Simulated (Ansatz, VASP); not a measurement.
**One calculation of BN, two programs**

Contents of POSCAR:

```
BN
1.0
    0.0000000000      1.8130010000      1.8130010000
    1.8130010000      0.0000000000      1.8130010000
    1.8130010000      1.8130010000      0.0000000000
B N
1 1
Direct
    0.0000000000      0.0000000000      0.0000000000
    0.7500000000      0.7500000000      0.7500000000
```

File INCAR.step1:

```
ALGO = Normal
EDIFF = 1E-5
ENCUT = 1460
GGA = PE
GGA_COMPAT = False
ISMEAR = 0
LASPH = True
LCHARG = False
LREAL = False
LWAVE = True
NBANDS = 11
NELM = 120
PREC = Accurate
SIGMA = 0.02
```

File INCAR.step2:

```
ALGO = Normal
EDIFF = 1E-6
ENCUT = 1460
GGA_COMPAT = False
ISIF = 2
ISMEAR = 0
ISTART = 1
LASPH = True
LCHARG = False
LMIXTAU = True
LREAL = False
LWAVE = False
METAGGA = R2SCAN
NBANDS = 11
NELM = 120
PREC = Accurate
SIGMA = 0.02
```

File KPOINTS:

```
k-points
0
Gamma
  12 12 12
```

Input for Ansatz:

```yaml
crystal:
  lattice:
    - [0.0, 1.813001, 1.813001]
    - [1.813001, 0.0, 1.813001]
    - [1.813001, 1.813001, 0.0]
  atoms:
    - { symbol: B, position: [0.0, 0.0, 0.0] }
    - { symbol: "N", position: [0.75, 0.75, 0.75] }
basis:
  ecutwfc: 500
kpoints:
  mp_grid: { grid: [12, 12, 12] }
hamiltonian:
  xc: r2scan
scf:
  occupations: { method: gaussian, width: 0.02 }
output:
  forces: true
  stress: true
  eigenvalues: true
  populations: true
  write_density: true
  write_potential: true
  elf: true
  volumetric_format: npy
```

Alike in both runs: task single point; functional r2SCAN; k mesh 12 × 12 × 12; occupations gaussian, width 0.02 eV; no spin polarisation.

|  | VASP | Ansatz |
| --- | --- | --- |
| version | VASP 6.6.1 | Ansatz 0.2.0 |
| potentials or method | VASP PAW PBE potentials, release 64 (B_h, N_h), cutoff 1460 eV | scalar-relativistic, plane waves, PAW |
| valence electrons in the cell | 8 | 8 |

|  | VASP | Ansatz | Ansatz less VASP |
| --- | --- | --- | --- |
| gap on the k mesh at the Fermi level (eV) | 4.98 | 4.99 | +0.005 |
| least direct gap on the mesh (eV) | 9.50 | 9.52 | +0.015 |
| pressure (GPa) | -5.6 | -5.2 | +0.44 |

VASP's potentials were made for PBE, not for r2SCAN.
